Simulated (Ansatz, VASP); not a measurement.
**Two plane-wave programs on Zr**

```
Zr
1.0
     0.00000    2.99433    2.99433
     2.99433    0.00000    2.99433
     2.99433    2.99433    0.00000
Zr
2
Direct
  0.50000 0.50000 0.50000
  0.75000 0.75000 0.75000
```

Alike in both runs: task single point; functional r2SCAN; k mesh 6 × 6 × 6; occupations gaussian, width 0.1 eV; no spin polarisation.

|  | VASP | Ansatz |
| --- | --- | --- |
| version | VASP 6.6.1 | Ansatz 0.2.0 |
| potentials or method | VASP PAW PBE potentials, release 64 (Zr_sv), cutoff 520 eV | scalar-relativistic, plane waves, PAW |
| valence electrons in the cell | 24 | 24 |

Ansatz gave:

| Property | Result |
| --- | --- |
| gap on the k mesh at the Fermi level (eV) | none |
| pressure (GPa) | 5.1 |

Problem. Estimate VASP's values.

Solution. gap on the k mesh at the Fermi level (eV): none; pressure (GPa): 5.3.

VASP's potentials were made for PBE, not for r2SCAN. A gap of «none» marks a metal or a gap that the smearing closes. The functional is the same, so the differences come from potentials, cutoffs and numerics.
